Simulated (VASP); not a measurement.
# ZnAg (Pm-3m) in VASP: notebook, part 2 of 2

VASP 6.6.1.

## (3) Electric field gradients, LDA (volume scaled by 0.99)

Contents of INCAR:

```
  ALGO = Normal
  EDIFF = 1E-8
  ENCUT = 520
  GGA = CA
  ISIF = 2
  ISMEAR = -1
  LASPH = T
  LCHARG = F
  LEFG = T
  LREAL = F
  LWAVE = F
  NBANDS = 18
  NELM = 60
  PREC = Accurate
  SIGMA = 0.03
```

Contents of KPOINTS:

```
k-points
0
Gamma
  12 12 12
```

Contents of POSCAR:

```
ZnAg
1.0
    3.1454447372      0.0000000000      0.0000000000
    0.0000000000      3.1454447372      0.0000000000
    0.0000000000      0.0000000000      3.1454447372
Zn Ag
1 1
Direct
    0.5000000000      0.5000000000      0.5000000000
    0.0000000000      0.0000000000      0.0000000000
```

Potentials or basis: VASP PAW LDA potentials, release 64 (Zn, Ag).

On the command line:

```bash
$ cat potpaw_LDA.64/Zn/POTCAR potpaw_LDA.64/Ag/POTCAR > POTCAR
$ mpirun -np 1 vasp_std > vasp.out
```

OUTCAR:

```text
EDIFF = 1E-8
   ENCUT = 520
   GGA = CA
   ISIF = 2
   ISMEAR = -1
   LASPH = T
   LREAL = F
   NELM = 60
   PREC = Accurate

 ion  position               nearest neighbor table
   1  0.500  0.500  0.500-   2 2.72   2 2.72   2 2.72   2 2.72   2 2.72   2 2.72   2 2.72   2 2.72

   2  0.000  0.000  0.000-   1 2.72   1 2.72   1 2.72   1 2.72   1 2.72   1 2.72   1 2.72   1 2.72

  LATTYP: Found a simple cubic cell.
 ALAT       =     3.1454447372

  Lattice vectors:

 A1 = (   3.1454447372,   0.0000000000,   0.0000000000)
 A2 = (   0.0000000000,   3.1454447372,   0.0000000000)
 A3 = (   0.0000000000,   0.0000000000,   3.1454447372)

Analysis of symmetry for initial positions (statically):
=====================================================================
 Subroutine PRICEL returns:
 Original cell was already a primitive cell.

 Routine SETGRP: Setting up the symmetry group for a
 simple cubic supercell.

 Subroutine GETGRP returns: Found 48 space group operations
 (whereof 48 operations were pure point group operations)
 out of a pool of 48 trial point group operations.

The static configuration has the point symmetry O_h .

Analysis of symmetry for dynamics (positions and initial velocities):
=====================================================================
 Subroutine PRICEL returns:
 Original cell was already a primitive cell.

 Routine SETGRP: Setting up the symmetry group for a
 simple cubic supercell.

 Subroutine GETGRP returns: Found 48 space group operations
 (whereof 48 operations were pure point group operations)
 out of a pool of 48 trial point group operations.

The dynamic configuration has the point symmetry O_h .

 Subroutine INISYM returns: Found 48 space group operations
 (whereof 48 operations are pure point group operations),
 and found     1 'primitive' translations

----------------------------------------------------------------------------------------

                                     Primitive cell

  volume of cell :      31.1205

  direct lattice vectors                    reciprocal lattice vectors
     3.145444737  0.000000000  0.000000000     0.317920066  0.000000000  0.000000000
     0.000000000  3.145444737  0.000000000     0.000000000  0.317920066  0.000000000
     0.000000000  0.000000000  3.145444737     0.000000000  0.000000000  0.317920066

  length of vectors
     3.145444737  3.145444737  3.145444737     0.317920066  0.317920066  0.317920066

  position of ions in fractional coordinates (direct lattice)
     0.500000000  0.500000000  0.500000000
     0.000000000  0.000000000  0.000000000

  ion indices of the primitive-cell ions
   primitive index   ion index
                 1           1
                 2           2

----------------------------------------------------------------------------------------

 KPOINTS: k-points

Automatic generation of k-mesh.
 Grid dimensions read from file:
 generate k-points for:   12   12   12

 Generating k-lattice:

  Cartesian coordinates                     Fractional coordinates (reciprocal lattice)
[... 64 lines left out ...]
   IBRION =     -1    ionic relax: 0-MD 1-quasi-New 2-CG
   NFREE  =      0    steps in history (QN), initial steepest desc. (CG)
   ISIF   =      2    stress and relaxation
   ISYM   =      2    0-nonsym 1-usesym 2-fastsym
   POTIM  = 0.5000    time-step for ionic-motion
   TEBEG  =    0.0;   TEEND  =   0.0 temperature during run
   PSTRESS=    0.0 pullay stress
   NELECT =      23.0000    total number of electrons
   NUPDOWN=      -1.0000    fix difference up-down
   EMIN   =  10.00;   EMAX   =-10.00  energy-range for DOS
   EFERMI =   0.00;   METHOD = LEGACY
   ISMEAR =    -1;   SIGMA  =   0.03  broadening in eV -4-tet -1-fermi 0-gaus
   EFERMI_NEDOS =   21; number of points for ismear=-14 and -15
   IALGO  =     38    algorithm
   IMIX   =      4    mixing-type and parameters
     AMIX     =   0.40;   BMIX     =  1.00
     AMIX_MAG =   1.60;   BMIX_MAG =  1.00
  volume/ion in A,a.u.               =      15.56       105.01
  Fermi-wavevector in a.u.,A,eV,Ry     =   1.480137  2.797054 29.807738  2.190807
  Thomas-Fermi vector in A             =   2.594209
   LORBIT       =      0    0 simple, 1 ext, 2 COOP (PROOUT), +10 PAW based schemes
   GGA     = CA    functional components
   LHFCALC =     F    Hartree Fock is set to
   AEXX    =    0.0000 exact exchange contribution
   IVDW    =     0    specifies the selected vdW correction
   LEPSILON=     F    determine dielectric tensor
   LRPA    =     F    only Hartree local field effects (RPA)
 non-spin polarized calculation
  energy-cutoff  :      520.00
  volume of cell :       31.12
 maximum number of plane-waves:       860
 NGX is ok and might be reduce to    24
   NGX = 11   NGY = 11   NGZ = 11

 number of electron      23.0000005 magnetization

 Free energy of the ion-electron system (eV)
  ---------------------------------------------------
  ext. energy  EPLUGINS =         0.00000000
  ---------------------------------------------------
  free energy    TOTEN  =        -5.74770067 eV

  energy without entropy =       -5.74652300  energy(sigma->0) =       -5.74711183

 E-fermi :   6.1820     XC(G=0): -12.4750

 val. band max:        6.1630874516   @ k =   0.5000   0.4167   0.2500
 cond. band min:       6.1856974265   @ k =   0.5000   0.3333   0.3333
 fundamental gap:      0.0226099749
 Fermi energy:         6.1820026020

 k-point     1 :       0.0000    0.0000    0.0000
  band No.  band energies     occupation
      1      -3.3328      2.00000
      2      -1.7805      2.00000
      3      -1.7805      2.00000
      4      -1.1885      2.00000
      5      -1.1885      2.00000
      6      -1.1885      2.00000
[... 481 lines left out ...]
      5      -1.0288      2.00000
      6      -0.0910      2.00000
[... 10 lines left out ...]
     17      20.1395      0.00000
     18      20.4026      0.00000

 [... further k-points ...]
[... 5 lines left out ...]
  --------------------------------------------------------------------------------------
  -------------------------------------------------------------------------------------
  Total       -1.3127830     -1.3127830     -1.3127830     -0.0000000     -0.0000000      0.0000000
  in kB      -67.5860915    -67.5860915    -67.5860915     -0.0000000     -0.0000000      0.0000000
  external PRESSURE =     -67.5860915 kB  Pullay stress =       0.0000000 kB

 VOLUME and BASIS-vectors are now :
 -----------------------------------------------------------------------------
  energy-cutoff  :      520.00
  volume of cell :       31.12
      direct lattice vectors                 reciprocal lattice vectors
     3.145444737  0.000000000  0.000000000     0.317920066  0.000000000  0.000000000
     0.000000000  3.145444737  0.000000000     0.000000000  0.317920066  0.000000000
     0.000000000  0.000000000  3.145444737     0.000000000  0.000000000  0.317920066

 POSITION                                       TOTAL-FORCE (eV/Angst)
 -----------------------------------------------------------------------------------
      1.57272      1.57272      1.57272         0.000000      0.000000      0.000000
      0.00000      0.00000      0.00000         0.000000      0.000000      0.000000
 -----------------------------------------------------------------------------------
    total drift:                                0.000000      0.000000     -0.000000

  FREE ENERGIE OF THE ION-ELECTRON SYSTEM (eV)
  ---------------------------------------------------
  free  energy   TOTEN  =        -5.7477006684 eV

  energy  without entropy=       -5.7465229952  energy(sigma->0) =       -5.74711183

 Electric field gradients (V/A^2)
---------------------------------------------------------------------
 ion       V_xx      V_yy      V_zz      V_xy      V_xz      V_yz
---------------------------------------------------------------------
   1       0.000     0.000    -0.000     0.000    -0.000    -0.000
   2      -0.000    -0.000     0.000    -0.000     0.000    -0.000
---------------------------------------------------------------------

 Electric field gradients after diagonalization (V/A^2)
 (convention: |V_zz| > |V_xx| > |V_yy|)
----------------------------------------------------------------------
 ion       V_xx      V_yy      V_zz     asymmetry (V_yy - V_xx)/ V_zz
----------------------------------------------------------------------
   1      -0.000     0.000     0.000       0.707
   2      -0.000    -0.000     0.000       0.073
----------------------------------------------------------------------

           NMR quadrupolar parameters

 Cq : quadrupolar parameter    Cq=e*Q*V_zz/h
 eta: asymmetry parameters     (V_yy - V_xx)/ V_zz
 Q  : nuclear electric quadrupole moment in mb (millibarn)
----------------------------------------------------------------------
 ion       Cq(MHz)       eta       Q (mb)
----------------------------------------------------------------------
   1       0.000       0.707       1.000
   2       0.000       0.073       1.000
----------------------------------------------------------------------
```

OSZICAR:

```text
N       E                     dE             d eps       ncg     rms          rms(c)
DAV:   1     0.123875191475E+03    0.12388E+03   -0.11440E+04  3152   0.165E+03
DAV:   2    -0.176218081589E+01   -0.12564E+03   -0.12043E+03  3042   0.306E+02
DAV:   3    -0.624614683261E+01   -0.44840E+01   -0.44590E+01  3294   0.652E+01
DAV:   4    -0.627986031181E+01   -0.33713E-01   -0.33704E-01  3256   0.508E+00
DAV:   5    -0.628023524833E+01   -0.37494E-03   -0.37493E-03  3206   0.556E-01    0.668E+00
DAV:   6    -0.578411135191E+01    0.49612E+00   -0.18003E+00  3200   0.166E+01    0.438E+00
DAV:   7    -0.575989408879E+01    0.24217E-01   -0.29502E-02  3832   0.382E+00    0.244E+00
DAV:   8    -0.574776975512E+01    0.12124E-01   -0.82972E-03  3122   0.945E-01    0.136E-01
DAV:   9    -0.574770184798E+01    0.67907E-04   -0.19777E-04  4124   0.263E-01    0.497E-02
DAV:  10    -0.574770197506E+01   -0.12708E-06   -0.37211E-05  3750   0.690E-02    0.111E-02
DAV:  11    -0.574770064714E+01    0.13279E-05   -0.66698E-06  3360   0.362E-02    0.317E-03
DAV:  12    -0.574770067812E+01   -0.30979E-07   -0.13391E-07  3504   0.104E-02    0.970E-04
DAV:  13    -0.574770066782E+01    0.10294E-07   -0.37313E-08  2594   0.506E-03    0.104E-04
DAV:  14    -0.574770066841E+01   -0.58390E-09   -0.20646E-09  1590   0.948E-04
   1 F= -.57477007E+01 E0= -.57471118E+01  d E =-.117767E-02
```

Wall time 20 s (1 thread of Intel Xeon Platinum 8259CL at 2.50GHz (Skylake/Cascade Lake), shared host); peak memory 0.16 GiB.

What came out:

- Free energy: -5.7477 eV
- Pressure: -6.8 GPa

Caveat: without QUAD_EFG the Cq values of the log hold for a quadrupole moment of 1 mb, not for the nuclei.

## (4) Electric field gradients, LDA (volume scaled by 0.99)

Contents of INCAR:

```
SYSTEM = ZnAg
  PREC = Accurate
  ENCUT = 520
  EDIFF = 1E-8
  ISMEAR = -1
  SIGMA = 0.03
  LREAL = .FALSE.
  LASPH = .TRUE.
  NELM = 80
  ALGO = Normal
  ISIF = 2
  LWAVE = .FALSE.
  LCHARG = .FALSE.
  LEFG = .TRUE.
  NBANDS = 18
```

Contents of KPOINTS:

```
Automatic mesh
0
G
  12 12 12
  0 0 0
```

POSCAR is that of step 3.

Potentials or basis: VASP PAW LDA potentials, release 64 (Zn, Ag).

On the command line:

```bash
$ cat potpaw_LDA.64/Zn/POTCAR potpaw_LDA.64/Ag/POTCAR > POTCAR
$ mpirun -np 1 vasp_std > vasp.out
```

OUTCAR:

```text
SYSTEM = ZnAg
   PREC = Accurate
   ENCUT = 520
   EDIFF = 1E-8
   ISMEAR = -1
   LREAL = .FALSE.
   LASPH = .TRUE.
   NELM = 80
   ISIF = 2

 ion  position               nearest neighbor table
   1  0.500  0.500  0.500-   2 2.72   2 2.72   2 2.72   2 2.72   2 2.72   2 2.72   2 2.72   2 2.72

   2  0.000  0.000  0.000-   1 2.72   1 2.72   1 2.72   1 2.72   1 2.72   1 2.72   1 2.72   1 2.72

  LATTYP: Found a simple cubic cell.
 ALAT       =     3.1454447372

  Lattice vectors:

 A1 = (   3.1454447372,   0.0000000000,   0.0000000000)
 A2 = (   0.0000000000,   3.1454447372,   0.0000000000)
 A3 = (   0.0000000000,   0.0000000000,   3.1454447372)

Analysis of symmetry for initial positions (statically):
=====================================================================
 Subroutine PRICEL returns:
 Original cell was already a primitive cell.

 Routine SETGRP: Setting up the symmetry group for a
 simple cubic supercell.

 Subroutine GETGRP returns: Found 48 space group operations
 (whereof 48 operations were pure point group operations)
 out of a pool of 48 trial point group operations.

The static configuration has the point symmetry O_h .

Analysis of symmetry for dynamics (positions and initial velocities):
=====================================================================
 Subroutine PRICEL returns:
 Original cell was already a primitive cell.

 Routine SETGRP: Setting up the symmetry group for a
 simple cubic supercell.

 Subroutine GETGRP returns: Found 48 space group operations
 (whereof 48 operations were pure point group operations)
 out of a pool of 48 trial point group operations.

The dynamic configuration has the point symmetry O_h .
[... 150 lines left out ...]
 cond. band min:       6.1856974265   @ k =   0.5000   0.3333   0.3333
 fundamental gap:      0.0226099749
 Fermi energy:         6.1820026020

 k-point     1 :       0.0000    0.0000    0.0000
  band No.  band energies     occupation
      1      -3.3328      2.00000
      2      -1.7805      2.00000
      3      -1.7805      2.00000
      4      -1.1885      2.00000
      5      -1.1885      2.00000
      6      -1.1885      2.00000
[... 481 lines left out ...]
      5      -1.0288      2.00000
      6      -0.0910      2.00000
[... 10 lines left out ...]
     17      20.1395      0.00000
     18      20.4026      0.00000

 [... further k-points ...]
[... 5 lines left out ...]
  --------------------------------------------------------------------------------------
  -------------------------------------------------------------------------------------
  Total       -1.3127830     -1.3127830     -1.3127830     -0.0000000     -0.0000000      0.0000000
  in kB      -67.5860915    -67.5860915    -67.5860915     -0.0000000     -0.0000000      0.0000000
  external PRESSURE =     -67.5860915 kB  Pullay stress =       0.0000000 kB

 VOLUME and BASIS-vectors are now :
 -----------------------------------------------------------------------------
  energy-cutoff  :      520.00
  volume of cell :       31.12
      direct lattice vectors                 reciprocal lattice vectors
     3.145444737  0.000000000  0.000000000     0.317920066  0.000000000  0.000000000
     0.000000000  3.145444737  0.000000000     0.000000000  0.317920066  0.000000000
     0.000000000  0.000000000  3.145444737     0.000000000  0.000000000  0.317920066

 POSITION                                       TOTAL-FORCE (eV/Angst)
 -----------------------------------------------------------------------------------
      1.57272      1.57272      1.57272         0.000000      0.000000      0.000000
      0.00000      0.00000      0.00000         0.000000      0.000000      0.000000
 -----------------------------------------------------------------------------------
    total drift:                                0.000000      0.000000     -0.000000

  FREE ENERGIE OF THE ION-ELECTRON SYSTEM (eV)
  ---------------------------------------------------
  free  energy   TOTEN  =        -5.7477006684 eV

  energy  without entropy=       -5.7465229952  energy(sigma->0) =       -5.74711183

 Electric field gradients (V/A^2)
---------------------------------------------------------------------
 ion       V_xx      V_yy      V_zz      V_xy      V_xz      V_yz
---------------------------------------------------------------------
   1       0.000     0.000    -0.000     0.000    -0.000    -0.000
   2      -0.000    -0.000     0.000    -0.000     0.000    -0.000
---------------------------------------------------------------------

 Electric field gradients after diagonalization (V/A^2)
 (convention: |V_zz| > |V_xx| > |V_yy|)
----------------------------------------------------------------------
 ion       V_xx      V_yy      V_zz     asymmetry (V_yy - V_xx)/ V_zz
----------------------------------------------------------------------
   1      -0.000     0.000     0.000       0.707
   2      -0.000    -0.000     0.000       0.073
----------------------------------------------------------------------

           NMR quadrupolar parameters

 Cq : quadrupolar parameter    Cq=e*Q*V_zz/h
 eta: asymmetry parameters     (V_yy - V_xx)/ V_zz
 Q  : nuclear electric quadrupole moment in mb (millibarn)
----------------------------------------------------------------------
 ion       Cq(MHz)       eta       Q (mb)
----------------------------------------------------------------------
   1       0.000       0.707       1.000
   2       0.000       0.073       1.000
----------------------------------------------------------------------
```

stdout:

```text
POSCAR found type information on POSCAR ZnAg
 POSCAR found :  2 types and       2 ions
 scaLAPACK will be used
 LDA part: xc-table for (Slater(with rela. corr.)+CA(PZ))
 , standard interpolation
 POSCAR, INCAR and KPOINTS ok, starting setup
 FFT: planning ... GRIDC
 FFT: planning ... GRID_SOFT
 FFT: planning ... GRID
 WAVECAR not read
 entering main loop
ion   1

ion   2
```

Wall time 22 s (1 thread of Intel Xeon Platinum 8259CL at 2.50GHz (Skylake/Cascade Lake), shared host); peak memory 0.16 GiB.

What came out:

| Item | Value |
| --- | --- |
| Free energy | -5.7477 eV |
| Pressure | -6.8 GPa |

Caveat: without QUAD_EFG the Cq values of the log hold for a quadrupole moment of 1 mb, not for the nuclei.
